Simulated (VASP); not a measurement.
# C (Im-3m) in VASP: notebook

Runs on C. Level: PBE. Tasks: single point.

Program: VASP 6.6.1. These are calculated values, not measurements. Logs are shortened: lines on timing, memory, paths and dates and some standing lists are left out, and cuts for length are marked.

## (1) The cell of the first run

Symmetry: Im-3m, No. 229, cubic system. The conventional cell has a = 2.157 Å, b = 2.157 Å, c = 2.157 Å, α = 90.00°, β = 90.00°, γ = 90.00°. C (site symmetry m-3m) has 14 C at 1.87 to 2.16 Å within 2.5 Å.

## (2) Single point, PBE (volume scaled by 0.75)

INCAR reads:

```
PREC     = Accurate       # precision mode
ENCUT    = 520            # plane-wave cutoff, eV
EDIFF    = 1E-7           # SCF threshold, eV
ISMEAR   = -1             # smearing method
SIGMA    = 0.1            # smearing width, eV
LREAL    = F              # projectors in reciprocal space
LASPH    = T              # aspherical terms in the spheres
NELM     = 80             # most SCF steps
ALGO     = Normal         # electronic algorithm
ISIF     = 2              # what is computed and relaxed
LWAVE    = F              # write WAVECAR
LCHARG   = F              # write CHGCAR
GGA      = PE             # functional
NBANDS   = 8              # bands
```

KPOINTS reads:

```
Automatic mesh
0
Gamma
  25 25 25
```

POSCAR reads:

```
C
1.0
   -1.0785101213      1.0785101213      1.0785101213
    1.0785101213     -1.0785101213      1.0785101213
    1.0785101213      1.0785101213     -1.0785101213
C
1
Direct
    0.0000000000      0.0000000000      0.0000000000
```

Potentials or basis: VASP PAW PBE potentials, release 64 (C).

The run is started by

```bash
cat potpaw_PBE.64/C/POTCAR > POTCAR
mpirun -np 1 vasp_std > vasp.out
```

OUTCAR:

```text
PREC = Accurate
   ENCUT = 520
   EDIFF = 1E-7
   ISMEAR = -1
   LREAL = F
   LASPH = T
   NELM = 80
   ISIF = 2
   GGA = PE

 ion  position               nearest neighbor table
   1  0.000  0.000  0.000-

  LATTYP: Found a body centered cubic cell.
 ALAT       =     2.1570202426

  Lattice vectors:

 A1 = (  -1.0785101213,   1.0785101213,   1.0785101213)
 A2 = (   1.0785101213,  -1.0785101213,   1.0785101213)
 A3 = (   1.0785101213,   1.0785101213,  -1.0785101213)

Analysis of symmetry for initial positions (statically):
=====================================================================
 Subroutine PRICEL returns:
 Original cell was already a primitive cell.

 Routine SETGRP: Setting up the symmetry group for a
 body centered cubic supercell.

 Subroutine GETGRP returns: Found 48 space group operations
 (whereof 48 operations were pure point group operations)
 out of a pool of 48 trial point group operations.

The static configuration has the point symmetry O_h .

Analysis of symmetry for dynamics (positions and initial velocities):
=====================================================================
 Subroutine PRICEL returns:
 Original cell was already a primitive cell.

 Routine SETGRP: Setting up the symmetry group for a
 body centered cubic supercell.

 Subroutine GETGRP returns: Found 48 space group operations
 (whereof 48 operations were pure point group operations)
 out of a pool of 48 trial point group operations.

The dynamic configuration has the point symmetry O_h .

 Subroutine INISYM returns: Found 48 space group operations
 (whereof 48 operations are pure point group operations),
 and found     1 'primitive' translations

----------------------------------------------------------------------------------------

                                     Primitive cell

  volume of cell :       5.0180

  direct lattice vectors                    reciprocal lattice vectors
    -1.078510121  1.078510121  1.078510121     0.000000000  0.463602511  0.463602511
     1.078510121 -1.078510121  1.078510121     0.463602511  0.000000000  0.463602511
     1.078510121  1.078510121 -1.078510121     0.463602511  0.463602511  0.000000000

  length of vectors
     1.868034327  1.868034327  1.868034327     0.655632958  0.655632958  0.655632958

  position of ions in fractional coordinates (direct lattice)
     0.000000000  0.000000000  0.000000000

  ion indices of the primitive-cell ions
   primitive index   ion index
                 1           1

----------------------------------------------------------------------------------------

 KPOINTS: Automatic mesh

Automatic generation of k-mesh.
 Grid dimensions read from file:
 generate k-points for:   25   25   25

 Generating k-lattice:

  Cartesian coordinates                     Fractional coordinates (reciprocal lattice)
     0.000000000  0.018544100  0.018544100     0.040000000  0.000000000  0.000000000
     0.018544100  0.000000000  0.018544100     0.000000000  0.040000000  0.000000000
     0.018544100  0.018544100  0.000000000     0.000000000  0.000000000  0.040000000

  Length of vectors
     0.026225318  0.026225318  0.026225318

  Shift w.r.t. Gamma in fractional coordinates (k-lattice)
     0.000000000  0.000000000  0.000000000

 Subroutine IBZKPT returns following result:
 ===========================================

 Found    455 irreducible k-points:

 Following reciprocal coordinates:
            Coordinates               Weight
  0.000000  0.000000  0.000000      1.000000
  0.040000  0.000000  0.000000     12.000000
  0.080000  0.000000  0.000000     12.000000
  0.120000  0.000000  0.000000     12.000000
  0.160000  0.000000  0.000000     12.000000
  0.200000  0.000000  0.000000     12.000000
[... 16 lines left out ...]
  0.400000  0.040000  0.000000     48.000000
  0.440000  0.040000  0.000000     48.000000
 [... further k-points ...]
   k-points           NKPTS =    455   k-points in BZ     NKDIM =    455   number of bands    NBANDS=      8
   number of dos      NEDOS =    301   number of ions     NIONS =      1
   total plane-waves  NPLWV =   2744
   dimension x,y,z NGX =    14 NGY =   14 NGZ =   14
   dimension x,y,z NGXF=    28 NGYF=   28 NGZF=   28
   ions per type =               1
   NGX,Y,Z   is equivalent  to a cutoff of  12.46, 12.46, 12.46 a.u.
   NGXF,Y,Z  is equivalent  to a cutoff of  24.92, 24.92, 24.92 a.u.
 SYSTEM =  unknown system
   PREC   = accura    normal or accurate (medium, high low for compatibility)
   ISTART =      0    job   : 0-new  1-cont  2-samecut
   ICHARG =      2    charge: 1-file 2-atom 10-const
   ISPIN  =      1    spin polarized calculation?
   LNONCOLLINEAR =      F non collinear calculations
   LSORBIT =      F    spin-orbit coupling
   LASPH  =      T    aspherical Exc in radial PAW
   ENCUT  =  520.0 eV  38.22 Ry    6.18 a.u.   3.47  3.47  3.47*2*pi/ulx,y,z
   NELM   =     80;   NELMIN=  2; NELMDL= -5     # of ELM steps
   EDIFF  = 0.1E-06   stopping-criterion for ELM
   LREAL  =      F    real-space projection
   EDIFFG = 0.1E-05   stopping-criterion for IOM
   NSW    =      0    number of steps for IOM
   IBRION =     -1    ionic relax: 0-MD 1-quasi-New 2-CG
   NFREE  =      0    steps in history (QN), initial steepest desc. (CG)
   ISIF   =      2    stress and relaxation
   ISYM   =      2    0-nonsym 1-usesym 2-fastsym
   POTIM  = 0.5000    time-step for ionic-motion
   TEBEG  =    0.0;   TEEND  =   0.0 temperature during run
   PSTRESS=    0.0 pullay stress
   NELECT =       4.0000    total number of electrons
   NUPDOWN=      -1.0000    fix difference up-down
   EMIN   =  10.00;   EMAX   =-10.00  energy-range for DOS
   EFERMI =   0.00;   METHOD = LEGACY
   ISMEAR =    -1;   SIGMA  =   0.10  broadening in eV -4-tet -1-fermi 0-gaus
   EFERMI_NEDOS =   21; number of points for ismear=-14 and -15
   IALGO  =     38    algorithm
   IMIX   =      4    mixing-type and parameters
     AMIX     =   0.40;   BMIX     =  1.00
     AMIX_MAG =   1.60;   BMIX_MAG =  1.00
  volume/ion in A,a.u.               =       5.02        33.86
  Fermi-wavevector in a.u.,A,eV,Ry     =   1.517926  2.868464 31.349176  2.304099
  Thomas-Fermi vector in A             =   2.627116
   LORBIT       =      0    0 simple, 1 ext, 2 COOP (PROOUT), +10 PAW based schemes
   GGA     = PE    functional components
   LHFCALC =     F    Hartree Fock is set to
   AEXX    =    0.0000 exact exchange contribution
   IVDW    =     0    specifies the selected vdW correction
   LEPSILON=     F    determine dielectric tensor
   LRPA    =     F    only Hartree local field effects (RPA)
 non-spin polarized calculation
  energy-cutoff  :      520.00
  volume of cell :        5.02
 maximum number of plane-waves:       146
 NGX is ok and might be reduce to    14
   NGX =  7   NGY =  7   NGZ =  7

 number of electron       4.0000000 magnetization

 Free energy of the ion-electron system (eV)
  ---------------------------------------------------
  ext. energy  EPLUGINS =         0.00000000
  ---------------------------------------------------
  free energy    TOTEN  =        -4.48519834 eV

  energy without entropy =       -4.47504391  energy(sigma->0) =       -4.48012112

 E-fermi :  13.0011     XC(G=0): -14.5604

 val. band max:       12.9507422853   @ k =  -0.2400   0.4400   0.0400
 cond. band min:      13.0011641970   @ k =  -0.3200   0.4800   0.0800
 fundamental gap:      0.0504219117
 Fermi energy:        13.0011112155

 k-point     1 :       0.0000    0.0000    0.0000
  band No.  band energies     occupation
      1     -10.9878      2.00000
      2      25.0209      0.00000
      3      25.0209      0.00000
      4      25.0209      0.00000
      5      51.1255      0.00000
      6      51.1255      0.00000
      7      51.1255      0.00000
      8      56.0323      0.00000

 k-point     2 :       0.0400    0.0000    0.0000
  band No.  band energies     occupation
      1     -10.9020      2.00000
      2      24.7992      0.00000
      3      24.8723      0.00000
      4      24.9896      0.00000
      5      50.3967      0.00000
      6      50.4501      0.00000
      7      51.4633      0.00000
      8      54.4842      0.00000

 k-point     3 :       0.0800    0.0000    0.0000
  band No.  band energies     occupation
      1     -10.6449      2.00000
      2      24.1308      0.00000
      3      24.4522      0.00000
      4      24.8951      0.00000
      5      48.3929      0.00000
      6      48.8375      0.00000
      7      52.4507      0.00000
      8      54.0233      0.00000

 k-point     4 :       0.1200    0.0000    0.0000
  band No.  band energies     occupation
      1     -10.2168      2.00000
      2      23.0201      0.00000
      3      23.8256      0.00000
      4      24.7422      0.00000
      5      46.0445      0.00000
      6      47.1021      0.00000
      7      53.2101      0.00000
      8      54.0209      0.00000

 k-point     5 :       0.1600    0.0000    0.0000
  band No.  band energies     occupation
      1      -9.6180      2.00000
      2      21.4919      0.00000
      3      23.0720      0.00000
      4      24.5386      0.00000
      5      44.0187      0.00000
      6      45.4235      0.00000
      7      52.6328      0.00000
      8      55.4630      0.00000
[... 177 lines left out ...]
 k-point    22 :       0.3600    0.0400    0.0000
  band No.  band energies     occupation
      1      -3.2952      2.00000
      2       9.2103      2.00000
      3      19.0909      0.00000
      4      22.9145      0.00000
      5      39.3952      0.00000
      6      39.5621      0.00000
      7      54.3946      0.00000
      8      56.8816      0.00000

 k-point    23 :       0.4000    0.0400    0.0000
  band No.  band energies     occupation
      1      -1.6733      2.00000
      2       6.9375      2.00000
      3      18.7316      0.00000
      4      22.7401      0.00000
      5      38.9644      0.00000
      6      39.3615      0.00000
      7      55.2019      0.00000
      8      56.5883      0.00000

 k-point    24 :       0.4400    0.0400    0.0000
  band No.  band energies     occupation
      1      -0.0104      2.00000
      2       4.8741      2.00000
      3      18.5134      0.00000
      4      22.6313      0.00000
      5      38.6848      0.00000
      6      39.2762      0.00000
      7      55.8110      0.00000
      8      56.4446      0.00000

 [... further k-points ...]
[... 5 lines left out ...]
  --------------------------------------------------------------------------------------
  -------------------------------------------------------------------------------------
  Total        3.0109597      3.0109597      3.0109597     -0.0000000     -0.0000000      0.0000000
  in kB      961.3529536    961.3529536    961.3529536     -0.0000000     -0.0000000      0.0000000
  external PRESSURE =     961.3529536 kB  Pullay stress =       0.0000000 kB

 VOLUME and BASIS-vectors are now :
 -----------------------------------------------------------------------------
  energy-cutoff  :      520.00
  volume of cell :        5.02
      direct lattice vectors                 reciprocal lattice vectors
    -1.078510121  1.078510121  1.078510121     0.000000000  0.463602511  0.463602511
     1.078510121 -1.078510121  1.078510121     0.463602511  0.000000000  0.463602511
     1.078510121  1.078510121 -1.078510121     0.463602511  0.463602511  0.000000000

 POSITION                                       TOTAL-FORCE (eV/Angst)
 -----------------------------------------------------------------------------------
      0.00000      0.00000      0.00000         0.000000      0.000000     -0.000000
 -----------------------------------------------------------------------------------
    total drift:                               -0.000000     -0.000000     -0.000000

  FREE ENERGIE OF THE ION-ELECTRON SYSTEM (eV)
  ---------------------------------------------------
  free  energy   TOTEN  =        -4.4851983433 eV

  energy  without entropy=       -4.4750439058  energy(sigma->0) =       -4.48012112
```

Wall time 7.7 s (1 thread of Intel Xeon Platinum 8488C (Sapphire Rapids), shared host); peak memory 0.11 GiB.

What came out:

| Property | Result |
| --- | --- |
| Free energy | -4.4852 eV |
| Pressure | 96.1 GPa |
| Band gap on the k mesh | zero (band 2 reaches 25.02 eV, above the bottom of band 3 at 7.86 eV) |

Levels at points of the mesh, in eV from the Fermi level:
| k point | band 1 | band 2 | band 3 | band 4 | band 5 | band 6 |
| --- | --- | --- | --- | --- | --- | --- |
| (0.00, 0.00, 0.00) | -23.99 | 12.02 | 12.02 | 12.02 | 38.12 | 38.12 |

(Continued in part 2 of 2.)
